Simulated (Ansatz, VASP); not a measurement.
## Ir: VASP beside Ansatz

```
Ir
1.0
     0.00000    1.90609    1.90609
     1.90609    0.00000    1.90609
     1.90609    1.90609    0.00000
Ir
1
Direct
  0.00000 0.00000 0.00000
```

Alike in both runs: task single point; functional LDA; k mesh 14 × 14 × 14; occupations gaussian, width 0.2 eV; no spin polarisation.

```csv
,VASP,Ansatz
version,VASP 6.6.1,Ansatz 0.2.0
potentials or method,"VASP PAW LDA potentials, release 64 (Ir), cutoff 520 eV","plane waves (420 eV) with PAW, scalar-relativistic"
valence electrons in the cell,9,17
```

|  | VASP | Ansatz | Ansatz less VASP |
| --- | --- | --- | --- |
| pressure (GPa) | 2.6 | 0.0 | -2.60 |

Ansatz warns that its potentials were made for another functional, while VASP's fit it. LDA's correlation is that of Perdew and Zunger in VASP and of Perdew and Wang (1992) in Ansatz. VASP's potentials hold 9 valence electrons a cell and Ansatz's 17, so a difference there can come from the potentials and not from the codes.

Spin-orbit coupling is off throughout.
